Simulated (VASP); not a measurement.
# Ti2CuP3 (P-4m2) in VASP: notebook

The runs below take Ti2CuP3 through single point, with r2SCAN+U.

All numbers are computed with VASP 6.6.1; they aren't measurements. Logs are shortened: lines on timing, memory, paths and dates and some standing lists are left out, and cuts for length are marked.

## 1. The cell of the first run

Symmetry: P-4m2, No. 115, tetragonal system. Conventional cell: a = 3.400 Å, b = 3.400 Å, c = 7.527 Å, α = 90.00°, β = 90.00°, γ = 90.00°. Within 3.3 Å of P (site symmetry 2mm) lie 5 Ti at 2.52 to 2.61 Å and 6 P at 3.05 to 3.30 Å and 2 Cu at 3.30 Å. P (site symmetry -4m2) has 4 Cu at 2.40 Å and 4 Ti at 2.69 Å within 3.2 Å. Within 3.3 Å of Ti (site symmetry 2mm) lie 7 P at 2.52 to 2.69 Å and 2 Cu at 2.69 Å. Within 3.2 Å of Cu (site symmetry -4m2) lie 4 P at 2.40 Å and 4 Ti at 2.69 Å.

## 2. Single point, r2SCAN+U

Contents of POSCAR:

```
Ti2CuP3
1.0
    3.4004609095      0.0000000000      0.0000000000
    0.0000000000      3.4004609095      0.0000000000
    0.0000000000      0.0000000000      7.5273623541
P Ti Cu
3 2 1
Direct
    0.0000000000      0.5000000000      0.3755648266
    0.5000000000      0.0000000000      0.6244351734
    0.5000000000      0.5000000000      0.0000000000
    0.0000000000      0.5000000000      0.7226196277
    0.5000000000      0.0000000000      0.2773803723
    0.0000000000      0.0000000000      0.0000000000
```

Contents of INCAR.step1:

```
PREC = Accurate ; ENCUT = 520
ISMEAR = -5 ; SIGMA = 0.1
LREAL = False ; LASPH = True
NELM = 150 ; LMAXMIX = 4
LDAU = True ; LDAUTYPE = 2
LDAUL = -1 -1 2 ; LDAUU = 0 0 4
LDAUJ = 0 0 0 ; NBANDS = 34
GGA = PE ; ALGO = Normal
EDIFF = 1E-4 ; LWAVE = True
LCHARG = False
```

Contents of INCAR.step2:

```
PREC = Accurate ; ENCUT = 520
EDIFF = 1E-6 ; ISMEAR = -5
SIGMA = 0.1 ; LREAL = False
LASPH = True ; NELM = 150
ALGO = Normal ; ISIF = 2
LWAVE = False ; LCHARG = False
LMAXMIX = 4 ; LDAU = True
LDAUTYPE = 2 ; LDAUL = -1 -1 2
LDAUU = 0 0 4 ; LDAUJ = 0 0 0
LDAUPRINT = 1 ; METAGGA = R2SCAN
LMIXTAU = True ; NBANDS = 34
ISTART = 1
```

Contents of KPOINTS:

```
regular mesh
0
Gamma
  5 5 3
```

Potentials or basis: VASP PAW PBE potentials, release 64 (P, Ti_sv, Cu).

Started as:

```
$ cat potpaw_PBE.64/P/POTCAR potpaw_PBE.64/Ti_sv/POTCAR potpaw_PBE.64/Cu/POTCAR > POTCAR
$ cp INCAR.step1 INCAR
$ mpirun -np 1 vasp_std > vasp.out
$ cp INCAR.step2 INCAR
$ mpirun -np 1 vasp_std > vasp.out
```

OUTCAR:

```text
PREC = Accurate
   ENCUT = 520
   EDIFF = 1E-6
   ISMEAR = -5
   LREAL = False
   LASPH = True
   NELM = 150
   ISIF = 2
   METAGGA = R2SCAN
   ISTART = 1

 ion  position               nearest neighbor table
   1  0.000  0.500  0.376-   5 2.52   5 2.52   5 2.52   5 2.52   4 2.61
   2  0.500  0.000  0.624-   4 2.52   4 2.52   4 2.52   4 2.52   5 2.61
   3  0.500  0.500  0.000-   6 2.40   6 2.40   6 2.40   6 2.40   5 2.69   4 2.69   4 2.69   5 2.69

   4  0.000  0.500  0.723-   2 2.52   2 2.52   2 2.52   2 2.52   1 2.61   6 2.69   6 2.69   3 2.69
                             3 2.69
   5  0.500  0.000  0.277-   1 2.52   1 2.52   1 2.52   1 2.52   2 2.61   3 2.69   6 2.69   6 2.69
                             3 2.69
   6  0.000  0.000  0.000-   3 2.40   3 2.40   3 2.40   3 2.40   4 2.69   5 2.69   5 2.69   4 2.69

  LATTYP: Found a simple tetragonal cell.
 ALAT       =     3.4004609095
 C/A-ratio  =     2.2136300209

  Lattice vectors:

 A1 = (   3.4004609095,   0.0000000000,   0.0000000000)
 A2 = (   0.0000000000,   3.4004609095,   0.0000000000)
 A3 = (   0.0000000000,   0.0000000000,   7.5273623541)

Analysis of symmetry for initial positions (statically):
=====================================================================
 Subroutine PRICEL returns:
 Original cell was already a primitive cell.

 Routine SETGRP: Setting up the symmetry group for a
 simple tetragonal supercell.

 Subroutine GETGRP returns: Found  8 space group operations
 (whereof  8 operations were pure point group operations)
 out of a pool of 16 trial point group operations.

The static configuration has the point symmetry D_2d.

Analysis of symmetry for dynamics (positions and initial velocities):
=====================================================================
 Subroutine PRICEL returns:
 Original cell was already a primitive cell.

 Routine SETGRP: Setting up the symmetry group for a
 simple tetragonal supercell.

 Subroutine GETGRP returns: Found  8 space group operations
 (whereof  8 operations were pure point group operations)
 out of a pool of 16 trial point group operations.

The dynamic configuration has the point symmetry D_2d.

 Subroutine INISYM returns: Found  8 space group operations
 (whereof  8 operations are pure point group operations),
 and found     1 'primitive' translations

----------------------------------------------------------------------------------------

                                     Primitive cell

  volume of cell :      87.0399

  direct lattice vectors                    reciprocal lattice vectors
     3.400460910  0.000000000  0.000000000     0.294077781  0.000000000  0.000000000
     0.000000000  3.400460910  0.000000000     0.000000000  0.294077781  0.000000000
     0.000000000  0.000000000  7.527362354     0.000000000  0.000000000  0.132848660

  length of vectors
     3.400460910  3.400460910  7.527362354     0.294077781  0.294077781  0.132848660

  position of ions in fractional coordinates (direct lattice)
     0.000000000  0.500000000  0.375564827
     0.500000000  0.000000000  0.624435173
     0.500000000  0.500000000  0.000000000
     0.000000000  0.500000000  0.722619628
     0.500000000  0.000000000  0.277380372
     0.000000000  0.000000000  0.000000000

  ion indices of the primitive-cell ions
   primitive index   ion index
                 1           1
                 2           2
[... 51 lines left out ...]
   dimension x,y,z NGXF=    56 NGYF=   56 NGZF=  112
   ions per type =               3   2   1
   NGX,Y,Z   is equivalent  to a cutoff of  13.69, 13.69, 12.37 a.u.
   NGXF,Y,Z  is equivalent  to a cutoff of  27.38, 27.38, 24.74 a.u.
 SYSTEM =  unknown system
   PREC   = accura    normal or accurate (medium, high low for compatibility)
   ISTART =      1    job   : 0-new  1-cont  2-samecut
   ICHARG =      0    charge: 1-file 2-atom 10-const
   ISPIN  =      1    spin polarized calculation?
   LNONCOLLINEAR =      F non collinear calculations
   LSORBIT =      F    spin-orbit coupling
   LASPH  =      T    aspherical Exc in radial PAW
   ENCUT  =  520.0 eV  38.22 Ry    6.18 a.u.   6.32  6.32 14.00*2*pi/ulx,y,z
   NELM   =    150;   NELMIN=  2; NELMDL=  0     # of ELM steps
   EDIFF  = 0.1E-05   stopping-criterion for ELM
   LREAL  =      F    real-space projection
   EDIFFG = 0.1E-04   stopping-criterion for IOM
   NSW    =      0    number of steps for IOM
   IBRION =     -1    ionic relax: 0-MD 1-quasi-New 2-CG
   NFREE  =      0    steps in history (QN), initial steepest desc. (CG)
   ISIF   =      2    stress and relaxation
   ISYM   =      2    0-nonsym 1-usesym 2-fastsym
   POTIM  = 0.5000    time-step for ionic-motion
   TEBEG  =    0.0;   TEEND  =   0.0 temperature during run
   PSTRESS=    0.0 pullay stress
   NELECT =      50.0000    total number of electrons
   NUPDOWN=      -1.0000    fix difference up-down
   EMIN   =  10.00;   EMAX   =-10.00  energy-range for DOS
   EFERMI =   0.00;   METHOD = LEGACY
   ISMEAR =    -5;   SIGMA  =   0.10  broadening in eV -4-tet -1-fermi 0-gaus
   EFERMI_NEDOS =   21; number of points for ismear=-14 and -15
   IALGO  =     38    algorithm
   IMIX   =      4    mixing-type and parameters
     AMIX     =   0.40;   BMIX     =  1.00
     AMIX_MAG =   1.60;   BMIX_MAG =  1.00
  volume/ion in A,a.u.               =      14.51        97.90
  Fermi-wavevector in a.u.,A,eV,Ry     =   1.360897  2.571723 25.198556  1.852042
  Thomas-Fermi vector in A             =   2.487520
   LORBIT       =      0    0 simple, 1 ext, 2 COOP (PROOUT), +10 PAW based schemes
 LDA+U is selected, type is set to LDAUTYPE =  2
   angular momentum for each species LDAUL =    -1   -1    2
   U (eV)           for each species LDAUU =   0.0  0.0  4.0
   J (eV)           for each species LDAUJ =   0.0  0.0  0.0
   METAGGA = R2SCAN    functional components
   LHFCALC =     F    Hartree Fock is set to
   AEXX    =    0.0000 exact exchange contribution
   IVDW    =     0    specifies the selected vdW correction
   LEPSILON=     F    determine dielectric tensor
   LRPA    =     F    only Hartree local field effects (RPA)
 non-spin polarized calculation
 Fermi weights with tetrahedron method with Bloechl corrections
  energy-cutoff  :      520.00
  volume of cell :       87.04
 maximum number of plane-waves:      2359
 NGX is ok and might be reduce to    28
   NGX = 13   NGY = 13   NGZ = 27

atom =   6  type =  3  l = 2

 onsite density matrix

spin component  1

  0.9145 -0.0000  0.0000  0.0000  0.0000
 -0.0000  0.9382 -0.0000  0.0000 -0.0000
  0.0000 -0.0000  0.9353  0.0000  0.0000
  0.0000  0.0000  0.0000  0.9382  0.0000
  0.0000 -0.0000  0.0000  0.0000  0.9494

spin component  2

  0.9145 -0.0000  0.0000  0.0000  0.0000
 -0.0000  0.9382 -0.0000  0.0000 -0.0000
  0.0000 -0.0000  0.9353  0.0000  0.0000
  0.0000  0.0000  0.0000  0.9382  0.0000
  0.0000 -0.0000  0.0000  0.0000  0.9494

 occupancies and eigenvectors

  o =  0.9145  v =  1.0000  0.0000  0.0000  0.0000  0.0000  0.0000  0.0000  0.0000  0.0000  0.0000      0.0000  0.0000  0.0000  0.0000  0.0000  0.0000  0.0000  0.0000  0.0000  0.0000
  o =  0.9145  v =  0.0000  0.0000  0.0000  0.0000  0.0000  1.0000  0.0000  0.0000  0.0000  0.0000      0.0000  0.0000  0.0000  0.0000  0.0000  0.0000  0.0000  0.0000  0.0000  0.0000
  o =  0.9353  v =  0.0000 -0.0000 -1.0000  0.0000  0.0000  0.0000  0.0000  0.0000  0.0000  0.0000      0.0000  0.0000  0.0000  0.0000  0.0000  0.0000  0.0000  0.0000  0.0000  0.0000
  o =  0.9353  v =  0.0000  0.0000  0.0000  0.0000  0.0000  0.0000 -0.0000 -1.0000  0.0000  0.0000      0.0000  0.0000  0.0000  0.0000  0.0000  0.0000  0.0000  0.0000  0.0000  0.0000
  o =  0.9382  v =  0.0000  0.0000  0.0000  1.0000 -0.0000  0.0000  0.0000  0.0000  0.0000  0.0000      0.0000  0.0000  0.0000  0.0000  0.0000  0.0000  0.0000  0.0000  0.0000  0.0000
  o =  0.9382  v =  0.0000  0.0000  0.0000  0.0000  0.0000  0.0000  1.0000 -0.0000 -0.0000 -0.0000      0.0000  0.0000  0.0000  0.0000  0.0000  0.0000  0.0000  0.0000  0.0000  0.0000
  o =  0.9382  v =  0.0000  1.0000 -0.0000 -0.0000 -0.0000  0.0000  0.0000  0.0000  0.0000  0.0000      0.0000  0.0000  0.0000  0.0000  0.0000  0.0000  0.0000  0.0000  0.0000  0.0000
  o =  0.9382  v =  0.0000  0.0000  0.0000  0.0000  0.0000  0.0000  0.0000  0.0000  1.0000 -0.0000      0.0000  0.0000  0.0000  0.0000  0.0000  0.0000  0.0000  0.0000  0.0000  0.0000
  o =  0.9494  v =  0.0000  0.0000  0.0000  0.0000  0.0000  0.0000  0.0000 -0.0000 -0.0000 -1.0000      0.0000  0.0000  0.0000  0.0000  0.0000  0.0000  0.0000  0.0000  0.0000  0.0000
  o =  0.9494  v =  0.0000  0.0000 -0.0000 -0.0000 -1.0000  0.0000  0.0000  0.0000  0.0000  0.0000      0.0000  0.0000  0.0000  0.0000  0.0000  0.0000  0.0000  0.0000  0.0000  0.0000

 number of electron      50.0000007 magnetization

 Free energy of the ion-electron system (eV)
  ---------------------------------------------------
  ext. energy  EPLUGINS =         0.00000000
  ---------------------------------------------------
  free energy    TOTEN  =       -66.75083551 eV

  energy without entropy =      -66.75083551  energy(sigma->0) =      -66.75083551

 E-fermi :   8.8333     XC(G=0): -12.4506

 val. band max:        8.8770591402   @ k =   0.2000   0.0000   0.0000
 cond. band min:       8.9474115627   @ k =   0.4000   0.4000   0.3333
 fundamental gap:      0.0703524225
 Fermi energy:         8.8332843627

 k-point     1 :       0.0000    0.0000    0.0000
  band No.  band energies     occupation
      1     -50.4848      2.00000
      2     -50.4836      2.00000
      3     -25.7919      2.00000
      4     -25.7684      2.00000
      5     -25.7014      2.00000
      6     -25.7014      2.00000
[... 433 lines left out ...]
     33      12.7558      0.00000
     34      13.2196      0.00000

------------------------ aborting loop because EDIFF is reached ----------------------------------------

  FORCE on cell =-STRESS in cart. coord.  units (eV):
  Direction    XX          YY          ZZ          XY          YZ          ZX
  --------------------------------------------------------------------------------------
  -------------------------------------------------------------------------------------
  Total       -0.3678403     -0.3678403     -0.3157353      0.0000000      0.0000000      0.0000000
  in kB       -6.7709790     -6.7709790     -5.8118633      0.0000000      0.0000000      0.0000000
  external PRESSURE =      -6.4512738 kB  Pullay stress =       0.0000000 kB

 VOLUME and BASIS-vectors are now :
 -----------------------------------------------------------------------------
  energy-cutoff  :      520.00
  volume of cell :       87.04
      direct lattice vectors                 reciprocal lattice vectors
     3.400460910  0.000000000  0.000000000     0.294077781  0.000000000  0.000000000
     0.000000000  3.400460910  0.000000000     0.000000000  0.294077781  0.000000000
     0.000000000  0.000000000  7.527362354     0.000000000  0.000000000  0.132848660

 POSITION                                       TOTAL-FORCE (eV/Angst)
 -----------------------------------------------------------------------------------
      0.00000      1.70023      2.82701        -0.000000      0.000000     -0.008933
      1.70023      0.00000      4.70035        -0.000000      0.000000      0.008933
      1.70023      1.70023      0.00000        -0.000000      0.000000     -0.000000
      0.00000      1.70023      5.43942        -0.000000      0.000000      0.058016
      1.70023      0.00000      2.08794         0.000000      0.000000     -0.058016
      0.00000      0.00000      0.00000        -0.000000     -0.000000     -0.000000
 -----------------------------------------------------------------------------------
    total drift:                                0.000000      0.000000     -0.000000

  FREE ENERGIE OF THE ION-ELECTRON SYSTEM (eV)
  ---------------------------------------------------
  free  energy   TOTEN  =       -66.7508355053 eV

  energy  without entropy=      -66.7508355053  energy(sigma->0) =      -66.75083551
```

Run time: 2 min. Hardware: 1 thread of AMD EPYC 9R14 (Zen 4), shared host; peak memory 0.19 GiB.

What came out:

- Free energy: -66.7508 eV
- Pressure: -0.6 GPa
- Largest force: 0.058 eV/Å
- Band gap on the k mesh: zero (band 25 reaches 9.58 eV, above the bottom of band 26 at 7.89 eV)

Forces in eV/Å, atoms in the order of the input:
```
P    0.000  0.000 -0.009
P    0.000  0.000  0.009
P    0.000  0.000  0.000
Ti   0.000  0.000  0.058
Ti   0.000  0.000 -0.058
Cu   0.000  0.000  0.000
```

Levels at points of the mesh, in eV from the Fermi level:
```csv
k point,band 21,band 22,band 23,band 24,band 25,band 26,band 27,band 28,band 29,band 30
"(0.00, 0.00, 0.00)",-1.34,-1.30,-1.30,-0.90,0.75,0.75,1.11,1.24,1.60,1.83
```

Eigenvalues of the final occupation matrices:
```tsv
site	spin	trace	eigenvalues
site 6 d	1	4.68	0.91 0.94 0.94 0.94 0.95
site 6 d	2	4.68	0.91 0.94 0.94 0.94 0.95
```

Caveat: the k points lie up to 0.37 Å⁻¹ apart; the PAW data sets were made with another functional, which shifts forces and pressure a little; U without spin polarisation on a metal has little footing; the U is typed as a test and isn't derived for this compound; tetrahedron occupations give inexact forces and stress in metals.

(Continued in part 2 of 2.)
